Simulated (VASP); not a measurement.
# Cu in VASP: a series of runs, part 2 of 2

VASP 6.6.1.

## (4) Relaxation of cell and atoms, PBEsol

This run uses another cell than the first one, of 11.81 Å³/atom, 1.056 times its volume.

Input file INCAR:

```
PREC = Accurate ; ENCUT = 600
EDIFF = 1E-7 ; ISMEAR = -1
SIGMA = 0.05 ; LREAL = F
LASPH = T ; NELM = 60
ALGO = Fast ; ISIF = 3
LWAVE = F ; LCHARG = F
GGA = PS ; IBRION = 2
NSW = 60 ; EDIFFG = -0.01
```

Input file KPOINTS:

```
regular mesh
0
Gamma
  13 12 13
```

Input file POSCAR:

```
Cu
1.0
   -0.0044255800      1.7884307700      1.8385346600
    1.8229069400     -0.0174867600      1.8515958300
    1.7828182100      1.7614032200      0.0226019700
Cu
1
Direct
    0.0000000000      0.0000000000      0.0000000000
```

Potentials or basis: VASP PAW PBE potentials, release 64 (Cu).

Command:

```console
cat potpaw_PBE.64/Cu/POTCAR > POTCAR
mpirun -np 1 vasp_std > vasp.out
```

OUTCAR:

```text
PREC = Accurate
   ENCUT = 600
   EDIFF = 1E-7
   ISMEAR = -1
   LREAL = F
   LASPH = T
   NELM = 60
   ISIF = 3
   GGA = PS
   IBRION = 2
   NSW = 60
   EDIFFG = -0.01

 ion  position               nearest neighbor table
   1  0.000  0.000  0.000-

  LATTYP: Found a triclinic cell.
 ALAT       =     2.5480546281
 B/A-ratio  =     1.0082882629
 C/A-ratio  =     0.9836094730
 COS(alpha) =     0.0119811773
 COS(beta)  =     0.4850611349
 COS(gamma) =     0.5027164128

  Lattice vectors:

 A1 = (  -1.7872437900,   0.0270275500,   1.8159326900)
 A2 = (  -1.8273325200,   1.8059175300,  -0.0130611700)
 A3 = (  -1.7828182100,  -1.7614032200,  -0.0226019700)

Analysis of symmetry for initial positions (statically):
=====================================================================
 Subroutine PRICEL returns:
[... 364 lines left out ...]
 k-point     1 :       0.0000    0.0000    0.0000
  band No.  band energies     occupation
      1      -1.7988      2.00000
      2       4.7101      2.00000
      3       4.7515      2.00000
      4       4.7671      2.00000
      5       5.6133      2.00000
      6       5.6425      2.00000
      7      30.7730      0.00000
      8      33.4284      0.00000
      9      33.8413      0.00000
[... 265 lines left out ...]
 k-point    24 :       0.2308    0.1667    0.0000
  band No.  band energies     occupation
      1       0.1700      2.00000
      2       4.2149      2.00000
      3       5.0621      2.00000
      4       5.2062      2.00000
      5       5.3459      2.00000
      6       5.8370      2.00000
      7      25.1541      0.00000
      8      27.2760      0.00000
      9      28.5895      0.00000

 [... further k-points ...]

------------------------ aborting loop because EDIFF is reached ----------------------------------------

  FORCE on cell =-STRESS in cart. coord.  units (eV):
  Direction    XX          YY          ZZ          XY          YZ          ZX
  --------------------------------------------------------------------------------------
  -------------------------------------------------------------------------------------
  Total       -0.0021714      0.0080085     -0.0098048      0.0059936     -0.0007746     -0.0013316
  in kB       -0.3062874      1.1296689     -1.3830444      0.8454457     -0.1092634     -0.1878379
  external PRESSURE =      -0.1865543 kB  Pullay stress =       0.0000000 kB
[... 16 lines left out ...]
  FREE ENERGIE OF THE ION-ELECTRON SYSTEM (eV)
  ---------------------------------------------------
  free  energy   TOTEN  =        -4.3138935956 eV

  energy  without entropy=       -4.3125145494  energy(sigma->0) =       -4.31320407

 reached required accuracy - stopping structural energy minimisation
```

Wall time 17 min (1 thread of Intel Xeon Platinum 8259CL at 2.50GHz (Skylake/Cascade Lake), shared host); peak memory 0.32 GiB.

What came out:

| Property | Result |
| --- | --- |
| Free energy | -4.3139 eV |
| Relaxed volume | 11.36 Å³/atom |
| Relaxed cell | a = 2.516 Å, b = 2.537 Å, c = 2.514 Å, α = 60.05°, β = 60.10°, γ = 60.01° |
| Space group after relaxing (to 0.05 Å) | Fm-3m (No. 225) |
| Energy gained by relaxing | 11.3 meV/atom |
| Ionic steps | 13 |
| Pressure after relaxing | 0.0 GPa |

Step by step:
```
step  energy change (eV)  largest force (eV/Å)  pressure (GPa)  volume (Å³)
   1              0.0000                0.0000           -4.74        11.81
   2             -0.0096                0.0000            2.25        11.22
   3             -0.0102                0.0000            0.54        11.31
   4             -0.0110                0.0000            0.88        11.34
   5             -0.0106                0.0000            0.43        11.38
   6             -0.0111                0.0000           -0.41        11.35
   7             -0.0111                0.0000            0.19        11.35
   8             -0.0111                0.0000            0.28        11.35
   9             -0.0112                0.0000           -0.54        11.39
  10             -0.0112                0.0000           -0.33        11.38
  11             -0.0113                0.0000            0.13        11.36
  12             -0.0113                0.0000           -0.05        11.36
  13             -0.0113                0.0000           -0.02        11.36
```

Final structure:
```
Cu
1.0
     0.00185    1.77357    1.78431
     1.79316   -0.00881    1.79490
     1.78176    1.77299    0.00271
Cu
1
Direct
  0.00000 0.00000 0.00000
```

Caveat: the PAW data sets were made with another functional, which shifts forces and pressure a little.

## (5) Relaxation of cell and atoms, PBEsol, target pressure 2 GPa, at which the enthalpy is minimised

This run uses another cell than the first one, of 11.81 Å³/atom, 1.056 times its volume.

Input file INCAR:

```
SYSTEM = Cu
PREC = Accurate ; ENCUT = 600
EDIFF = 1E-6 ; ISMEAR = -1
SIGMA = 0.05 ; LREAL = .FALSE.
LASPH = .TRUE. ; NELM = 100
ALGO = Fast ; ISIF = 3
LWAVE = .FALSE. ; LCHARG = .FALSE.
GGA = PS ; IBRION = 2
NSW = 60 ; EDIFFG = -0.01
PSTRESS = 20.0
```

Input file KPOINTS:

```
regular mesh
0
G
  13 12 13
  0 0 0
```

POSCAR is that of step 4.

Command:

```console
cat potpaw_PBE.64/Cu/POTCAR > POTCAR
mpirun -np 1 vasp_std > vasp.out
```

Wall time 32 min (1 thread of Intel Xeon Platinum 8259CL at 2.50GHz (Skylake/Cascade Lake), shared host); peak memory 0.37 GiB.

Results (log left out):

| Quantity | Value |
| --- | --- |
| Free energy | -4.3132 eV |
| Relaxed volume | 11.23 Å³/atom |
| Relaxed cell | a = 2.506 Å, b = 2.524 Å, c = 2.508 Å, α = 60.04°, β = 60.00°, γ = 60.12° |
| Space group after relaxing (to 0.05 Å) | Fm-3m (No. 225) |
| Energy change on relaxing (the enthalpy is what falls) | -10.6 meV/atom |
| Ionic steps | 42 |
| Pressure after relaxing | 2.0 GPa |

Stress tensor (GPa, compression positive):
```
1.93 0.05 0.03
0.05 1.91 0.00
0.03 0.00 2.06
```

The path:
| step | energy change (eV) | largest force (eV/Å) | pressure (GPa) | volume (Å³) |
| --- | --- | --- | --- | --- |
| 1 | 0.0000 | 0.0000 | -5.26 | 11.81 |
| 3 | -0.0086 | 0.0000 | 2.01 | 11.20 |
| 5 | -0.0110 | 0.0000 | -0.51 | 11.37 |
| 7 | -0.0105 | 0.0000 | 0.12 | 11.29 |
| 9 | -0.0106 | 0.0000 | 2.03 | 11.25 |
| 11 | -0.0105 | 0.0000 | 2.87 | 11.24 |
| 13 | -0.0105 | 0.0000 | 2.16 | 11.24 |
| 15 | -0.0105 | 0.0000 | 2.11 | 11.24 |
| 17 | -0.0107 | 0.0000 | 1.37 | 11.25 |
| 19 | -0.0108 | 0.0000 | 1.32 | 11.25 |
| 21 | -0.0106 | 0.0000 | 1.77 | 11.23 |
| 23 | -0.0105 | 0.0000 | 1.27 | 11.23 |
| 25 | -0.0105 | 0.0000 | 2.20 | 11.22 |
| 27 | -0.0105 | 0.0000 | 2.21 | 11.23 |
| 29 | -0.0103 | 0.0000 | 2.77 | 11.21 |
| 31 | -0.0105 | 0.0000 | 1.23 | 11.22 |
| 33 | -0.0104 | 0.0000 | 1.64 | 11.22 |
| 35 | -0.0105 | 0.0000 | 2.07 | 11.23 |
| 37 | -0.0105 | 0.0000 | 2.30 | 11.23 |
| 39 | -0.0105 | 0.0000 | 1.69 | 11.23 |
| 41 | -0.0106 | 0.0000 | 2.11 | 11.23 |
| 42 | -0.0106 | 0.0000 | 1.97 | 11.23 |

Final structure:
```cif
data_structure
_symmetry_space_group_name_H-M 'P 1'
_symmetry_Int_Tables_number 1
_cell_length_a 2.5065
_cell_length_b 2.5241
_cell_length_c 2.5080
_cell_angle_alpha 60.043
_cell_angle_beta 60.003
_cell_angle_gamma 60.123
_cell_volume 11.23
loop_
_atom_site_label
_atom_site_type_symbol
_atom_site_fract_x
_atom_site_fract_y
_atom_site_fract_z
_atom_site_occupancy
Cu1 Cu 0.00000 0.00000 0.00000 1
```

Levels at points of the mesh, in eV from the Fermi level:
| k point | band 2 | band 3 | band 4 | band 5 | band 6 | band 7 | band 8 | band 9 |
| --- | --- | --- | --- | --- | --- | --- | --- | --- |
| (0.00, 0.00, 0.00) | -3.23 | -3.19 | -3.19 | -2.31 | -2.30 | 22.95 | 25.71 | 26.08 |
| (0.00, 0.50, 0.00) | -3.24 | -3.23 | -1.70 | -1.69 | -1.28 | 3.87 | 21.55 | 22.94 |

Caveat: the cell is relaxed towards a set pressure, so the enthalpy falls and the energy may rise; the PAW data sets were made with another functional, which shifts forces and pressure a little.

## (6) Summary

| task | cell | cutoff (eV) | gap on the mesh (eV) | pressure (GPa) |
| --- | --- | --- | --- | --- |
| single point | a = 2.504, b = 2.521 Å, angles 60.0°, 1 atom | 520 | none | 2.7 |
| single point | a = 2.513, b = 2.531 Å, angles 60.0°, 1 atom | 520 | none | 0.7 |
| relaxation of cell and atoms | relaxed from a = 2.565, b = 2.598, c = 2.506 Å, angles 60.0, 60.3, 59.7°, 1 atom | 600 | none | 0.0 |
| relaxation of cell and atoms | relaxed to 2 GPa from a = 2.565, b = 2.598, c = 2.506 Å, angles 60.0, 60.3, 59.7°, 1 atom | 600 | none | 2.0 |

Alike in all rows: level PBEsol; potentials or basis VASP PAW PBE potentials, release 64 (Cu); no spin polarisation; k mesh 13 × 12 × 13; smearing fermi-dirac 0.05 eV.

Caveats: the PAW data sets were made with another functional, which shifts forces and pressure a little; the cell is relaxed towards a set pressure, so the enthalpy falls and the energy may rise (some runs).

Total energies depend on the potentials used, so only differences within one code and one set of settings carry meaning.
